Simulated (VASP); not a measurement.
# Be3Cd2O3 (P3m1) in VASP: notebook, part 2 of 2

VASP 6.6.1. The steps go on from the part before.

## Step 3: Single point, PBE

This run uses another cell than the first one, of 14.35 Å³/atom, 1.104 times its volume.

INCAR

```
PREC     = Accurate       # precision mode
ENCUT    = 600            # plane-wave cutoff, eV
EDIFF    = 1E-6           # SCF threshold, eV
ISMEAR   = 0              # smearing method
SIGMA    = 0.1            # smearing width, eV
LREAL    = F              # projectors in reciprocal space
LASPH    = T              # aspherical terms in the spheres
NELM     = 120            # most SCF steps
ALGO     = Normal         # electronic algorithm
ISIF     = 2              # what is computed and relaxed
LWAVE    = F              # write WAVECAR
LCHARG   = F              # write CHGCAR
GGA      = PE             # functional
NBANDS   = 34             # bands
GGA_COMPAT= F
```

KPOINTS

```
Automatic mesh
0
Gamma
  6 6 1
```

POSCAR

```
Be3Cd2O3
1.0
    2.7447640837      0.0000000000      0.0000000000
   -1.3723820419      2.3770354239      0.0000000000
    0.0000000000      0.0000000000     17.5959240471
Be Cd O
3 2 3
Direct
    0.3333333333      0.6666666667      0.4348519719
    0.6666666667      0.3333333333      0.5650784267
    0.3333333333      0.6666666667      0.9999346127
    0.0000000000      0.0000000000      0.2157520421
    0.0000000000      0.0000000000      0.7840793272
    0.6666666667      0.3333333333      0.4321387623
    0.3333333333      0.6666666667      0.5683578873
    0.6666666667      0.3333333333      0.9998069699
```

Potentials or basis: VASP PAW PBE potentials, release 64 (Be, Cd, O).

The run is started by

```console
> cat potpaw_PBE.64/Be/POTCAR potpaw_PBE.64/Cd/POTCAR potpaw_PBE.64/O/POTCAR > POTCAR
> mpirun -np 1 vasp_std > vasp.out
```

It took 20 s on 1 thread of Intel Xeon 6975P-C (Granite Rapids), shared host; peak memory 0.27 GiB.

The run converged. Its results:

```
Free energy            : -42.6573 eV
Pressure               : 1.9 GPa
Largest force          : 0.062 eV/Å
Band gap on the k mesh : zero (band 24 reaches 5.83 eV, above the bottom of band 25 at 1.33 eV)
```

Forces in eV/Å, atoms in the order of the input:
```
Be   0.000  0.000  0.011
Be   0.000  0.000  0.042
Be   0.000  0.000 -0.013
Cd   0.000  0.000 -0.009
Cd   0.000  0.000  0.009
O    0.000  0.000 -0.062
O    0.000  0.000  0.009
O    0.000  0.000  0.013
```

Stress tensor (GPa, compression positive):
```
2.87 0.00 0.00
0.00 2.87 0.00
0.00 0.00 0.08
```

Levels at points of the mesh, in eV from the Fermi level:
```tsv
k point	band 22	band 23	band 24	band 25	band 26	band 27
(0.00, 0.00, 0.00)	-3.91	-3.67	-3.67	-1.02	-0.41	3.12
(0.50, 0.00, 0.00)	-3.43	-0.29	-0.28	2.14	2.20	4.43
```

Caveat: the k points lie up to 0.44 Å⁻¹ apart.

## Step 4: Single point, PBE

This run uses another cell than the first one, of 14.60 Å³/atom, 1.123 times its volume.

INCAR

```
SYSTEM = Be3Cd2O3
PREC = Accurate ; ENCUT = 600
EDIFF = 1E-6 ; ISMEAR = 0
SIGMA = 0.1 ; LREAL = .FALSE.
LASPH = .TRUE. ; NELM = 120
ALGO = Normal ; ISIF = 2
LWAVE = .FALSE. ; LCHARG = .FALSE.
GGA = PE ; NBANDS = 34
GGA_COMPAT = .FALSE.
```

KPOINTS

```
regular mesh
0
G
  6 6 1
  0 0 0
```

POSCAR

```
Be3Cd2O3
1.0
    2.7609985840      0.0000000000      0.0000000000
   -1.3804992920      2.3910949135      0.0000000000
    0.0000000000      0.0000000000     17.6919893671
Be Cd O
3 2 3
Direct
    0.3333333333      0.6666666667      0.4348440325
    0.6666666667      0.3333333333      0.5653372265
    0.3333333333      0.6666666667      0.9999603756
    0.0000000000      0.0000000000      0.2119191145
    0.0000000000      0.0000000000      0.7878967918
    0.6666666667      0.3333333333      0.4316753448
    0.3333333333      0.6666666667      0.5684727866
    0.6666666667      0.3333333333      0.9998943276
```

Potentials or basis: VASP PAW PBE potentials, release 64 (Be, Cd, O).

The run is started by

```console
> cat potpaw_PBE.64/Be/POTCAR potpaw_PBE.64/Cd/POTCAR potpaw_PBE.64/O/POTCAR > POTCAR
> mpirun -np 1 vasp_std > vasp.out
```

OUTCAR:

```text
SYSTEM = Be3Cd2O3
   PREC = Accurate
   ENCUT = 600
   EDIFF = 1E-6
   ISMEAR = 0
   LREAL = .FALSE.
   LASPH = .TRUE.
   NELM = 120
   ISIF = 2
   GGA = PE

 ion  position               nearest neighbor table
   1  0.333  0.667  0.435-   6 1.60   6 1.60   6 1.60
   2  0.667  0.333  0.565-   7 1.60   7 1.60   7 1.60
   3  0.333  0.667  1.000-   8 1.59   8 1.59   8 1.59
   4  0.000  0.000  0.212-
   5  0.000  0.000  0.788-
   6  0.667  0.333  0.432-   1 1.60   1 1.60   1 1.60
   7  0.333  0.667  0.568-   2 1.60   2 1.60   2 1.60
   8  0.667  0.333  1.000-   3 1.59   3 1.59   3 1.59

  LATTYP: Found a hexagonal cell.
 ALAT       =     2.7609985840
 C/A-ratio  =     6.4078226876

  Lattice vectors:

 A1 = (   2.7609985840,   0.0000000000,   0.0000000000)
 A2 = (  -1.3804992920,   2.3910949135,   0.0000000000)
 A3 = (   0.0000000000,   0.0000000000,  17.6919893671)

Analysis of symmetry for initial positions (statically):
=====================================================================
 Subroutine PRICEL returns:
[... 171 lines left out ...]
 Fermi energy:         2.2579903901

 k-point     1 :       0.0000    0.0000    0.0000
  band No.  band energies     occupation
      1     -18.3768      2.00000
      2     -17.6964      2.00000
      3     -17.6448      2.00000
      4      -7.5841      2.00000
      5      -7.5835      2.00000
      6      -6.5926      2.00000
[... 248 lines left out ...]
     33       9.4296      0.00000
     34      10.9438      0.00000

------------------------ aborting loop because EDIFF is reached ----------------------------------------

  FORCE on cell =-STRESS in cart. coord.  units (eV):
  Direction    XX          YY          ZZ          XY          YZ          ZX
  --------------------------------------------------------------------------------------
  -------------------------------------------------------------------------------------
  Total        0.2211982      0.2211982     -0.1024649      0.0000000     -0.0000000      0.0000000
  in kB        3.0342576      3.0342576     -1.4055495      0.0000000     -0.0000000      0.0000000
  external PRESSURE =       1.5543219 kB  Pullay stress =       0.0000000 kB

 VOLUME and BASIS-vectors are now :
 -----------------------------------------------------------------------------
  energy-cutoff  :      600.00
  volume of cell :      116.80
      direct lattice vectors                 reciprocal lattice vectors
     2.760998584  0.000000000  0.000000000     0.362187799  0.209109223  0.000000000
    -1.380499292  2.391094913  0.000000000     0.000000000  0.418218446  0.000000000
     0.000000000  0.000000000 17.691989367     0.000000000  0.000000000  0.056522756

 POSITION                                       TOTAL-FORCE (eV/Angst)
 -----------------------------------------------------------------------------------
     -0.00000      1.59406      7.69326        -0.000000      0.000000     -0.032733
      1.38050      0.79703     10.00194        -0.000000     -0.000000      0.028633
     -0.00000      1.59406     17.69129         0.000000      0.000000     -0.007642
      0.00000      0.00000      3.74927         0.000000     -0.000000     -0.001382
      0.00000      0.00000     13.93946         0.000000     -0.000000      0.001620
      1.38050      0.79703      7.63720         0.000000     -0.000000      0.033566
     -0.00000      1.59406     10.05741         0.000000     -0.000000     -0.029701
      1.38050      0.79703     17.69012        -0.000000     -0.000000      0.007639
 -----------------------------------------------------------------------------------
    total drift:                               -0.000001      0.000001      0.000271

  FREE ENERGIE OF THE ION-ELECTRON SYSTEM (eV)
  ---------------------------------------------------
  free  energy   TOTEN  =       -42.6747599673 eV

  energy  without entropy=      -42.6661875005  energy(sigma->0) =      -42.67047373
```

It took 19 s on 1 thread of Intel Xeon 6975P-C (Granite Rapids), shared host; peak memory 0.27 GiB.

What came out:

```yaml
Free_energy: -42.6748 eV
Pressure: 0.2 GPa
Largest_force: 0.034 eV/Å
Band_gap_on_the_k_mesh: zero (band 24 reaches 5.67 eV, above the bottom of band 25 at 1.26 eV)
```

Forces on the atoms (eV/Å):
```
Be   0.000  0.000 -0.033
Be   0.000  0.000  0.029
Be   0.000  0.000 -0.008
Cd   0.000  0.000 -0.001
Cd   0.000  0.000  0.002
O    0.000  0.000  0.034
O    0.000  0.000 -0.030
O    0.000  0.000  0.008
```

Levels at points of the mesh, in eV from the Fermi level:
| k point | band 21 | band 22 | band 23 | band 24 | band 25 | band 26 | band 27 | band 28 |
| --- | --- | --- | --- | --- | --- | --- | --- | --- |
| (0.00, 0.00, 0.00) | -3.91 | -3.91 | -3.70 | -3.70 | -1.00 | -0.38 | 3.02 | 4.62 |
| (0.50, 0.00, 0.00) | -3.45 | -3.43 | -0.30 | -0.28 | 2.03 | 2.09 | 4.37 | 4.60 |

Caveat: the k points lie up to 0.44 Å⁻¹ apart.

## Step 5: Single point, PBE

INCAR

```
PREC = Accurate ; ENCUT = 600
EDIFF = 1E-6 ; ISMEAR = 0
SIGMA = 0.2 ; LREAL = F
LASPH = T ; NELM = 120
ALGO = Normal ; ISIF = 2
LWAVE = F ; LCHARG = T
GGA = PE ; LELF = T
LVHAR = T ; NBANDS = 34
GGA_COMPAT = F
```

KPOINTS

```
Automatic mesh
0
Gamma
  7 7 2
```

POSCAR

```
Be3Cd2O3
1.0
    2.7684736518      0.0000000000      0.0000000000
   -1.3842368259      2.3975685121      0.0000000000
    0.0000000000      0.0000000000     15.6634886656
Be Cd O
3 2 3
Direct
    0.0000000000      0.0000000000      0.3426055113
    0.3333333333      0.6666666667      0.1877712559
    0.0000000000      0.0000000000      0.0280503889
    0.0000000000      0.0000000000      0.5972945293
    0.6666666667      0.3333333333      0.7825576843
    0.0000000000      0.0000000000      0.1872589419
    0.3333333333      0.6666666667      0.0258473355
    0.3333333333      0.6666666667      0.3455143529
```

The run is started by

```console
> cat potpaw_PBE.64/Be/POTCAR potpaw_PBE.64/Cd/POTCAR potpaw_PBE.64/O/POTCAR > POTCAR
> mpirun -np 1 vasp_std > vasp.out
```

Run time: 37 s. Hardware: 1 thread of Intel Xeon 6975P-C (Granite Rapids), shared host; peak memory 0.27 GiB.

The run converged. Its results:

| Quantity | Value |
| --- | --- |
| Free energy | -42.8830 eV |
| Pressure | 0.5 GPa |
| Largest force | 0.040 eV/Å |
| Band gap on the k mesh | zero (band 24 reaches 4.39 eV, above the bottom of band 25 at 1.29 eV) |

Forces on the atoms (eV/Å):
```
Be   0.000  0.000  0.038
Be   0.000  0.000 -0.009
Be   0.000  0.000 -0.015
Cd   0.000  0.000  0.015
Cd   0.000  0.000 -0.017
O    0.000  0.000  0.013
O    0.000  0.000  0.015
O    0.000  0.000 -0.040
```

Stress tensor (GPa, compression positive):
```
0.60 0.00 0.00
0.00 0.60 0.00
0.00 0.00 0.25
```

Levels at points of the mesh, in eV from the Fermi level:
| k point | band 21 | band 22 | band 23 | band 24 | band 25 | band 26 | band 27 | band 28 |
| --- | --- | --- | --- | --- | --- | --- | --- | --- |
| (0.00, 0.00, 0.00) | -3.96 | -3.92 | -3.90 | -3.90 | -1.90 | 2.14 | 3.11 | 5.47 |
| (0.00, 0.00, 0.50) | -3.96 | -3.96 | -3.90 | -3.90 | -1.80 | 1.83 | 3.92 | 4.35 |

Caveat: the k points lie up to 0.37 Å⁻¹ apart.

## Step 6: Overview

```tsv
cell	k mesh	smearing	gap on the mesh (eV)	pressure (GPa)	largest force (eV/Å)
a = 2.768, b = 2.768, c = 15.663 Å, angles 90.0, 90.0, 120.0°, 8 atoms	6 × 6 × 1	gaussian 0.1 eV	none	0.2	0.24
a = 2.745, b = 2.745, c = 17.596 Å, angles 90.0, 90.0, 120.0°, 8 atoms	6 × 6 × 1	gaussian 0.1 eV	none	1.9	0.06
a = 2.761, b = 2.761, c = 17.692 Å, angles 90.0, 90.0, 120.0°, 8 atoms	6 × 6 × 1	gaussian 0.1 eV	none	0.2	0.03
a = 2.768, b = 2.768, c = 15.663 Å, angles 90.0, 90.0, 120.0°, 8 atoms	7 × 7 × 2	gaussian 0.2 eV	none	0.5	0.04
```

Alike in all rows: task single point; level PBE; potentials or basis VASP PAW PBE potentials, release 64 (Be, Cd, O); no spin polarisation; cutoff (eV) 600.

Caveats: all runs use coarse meshes.

Total energies depend on the potentials used, so only differences within one code and one set of settings carry meaning.
